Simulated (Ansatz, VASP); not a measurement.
## SnTe in VASP and in Ansatz

INCAR

```
ALGO = Normal
EDIFF = 1E-7
EDIFFG = -0.005
ENCUT = 600
GGA = PE
IBRION = 2
ISIF = 3
ISMEAR = 0
IVDW = 12
LASPH = True
LCHARG = False
LREAL = False
LWAVE = False
NELM = 60
NSW = 70
PREC = Accurate
SIGMA = 0.01
```

The input KPOINTS:

```
k-points
0
Gamma
  10 10 10
```

Contents of POSCAR:

```
SnTe
1.0
    0.0000000000      3.2064870538      3.2064870538
    3.2064870538      0.0000000000      3.2064870538
    3.2064870538      3.2064870538      0.0000000000
Sn Te
1 1
Direct
    0.0000000000      0.0000000000      0.0000000000
    0.5000000000      0.5000000000      0.5000000000
```

Input for Ansatz:

```yaml
crystal:
  lattice:
    - [0.0, 3.2064870538, 3.2064870538]
    - [3.2064870538, 0.0, 3.2064870538]
    - [3.2064870538, 3.2064870538, 0.0]
  atoms:
    - { symbol: Sn, position: [0.0, 0.0, 0.0] }
    - { symbol: Te, position: [0.5, 0.5, 0.5] }
basis:
  ecutwfc: 420
kpoints:
  mp_grid: { grid: [10, 10, 10] }
hamiltonian:
  xc: pbe
  dispersion: d3bj
scf:
  occupations: { method: gaussian, width: 0.01 }
output:
  forces: true
  stress: true
  eigenvalues: true
relax:
  adjacent_minimum: "off"
  f_tol: 0.005
  max_steps: 50
  cell: { stress_tol: 0.05 }
```

Alike in both runs: task relaxation of cell and atoms; functional PBE; dispersion D3(BJ); k mesh 10 × 10 × 10; occupations gaussian, width 0.01 eV; no spin polarisation.

|  | VASP | Ansatz |
| --- | --- | --- |
| version | VASP 6.6.1 | Ansatz 0.2.0 |
| potentials or method | VASP PAW PBE potentials, release 64 (Sn_d, Te), cutoff 600 eV | scalar-relativistic, plane waves, PAW |
| valence electrons in the cell | 20 | 30 |

|  | VASP | Ansatz | Ansatz less VASP |
| --- | --- | --- | --- |
| gap on the k mesh at the Fermi level, each at its own relaxed structure (eV) | 0.09 | 0.09 | -0.001 |
| relaxed volume (Å³/atom) | 31.38 | 31.38 | +0.003 |
| relaxed cell length with the largest relative difference (Å) | 4.461 | 4.461 | +0.0002 |

VASP's potentials hold 20 valence electrons a cell and Ansatz's 30, so a difference there can come from the potentials and not from the codes. Ansatz's warnings: relaxed geometry near dispersion switch.

Neither program's run includes spin-orbit coupling.
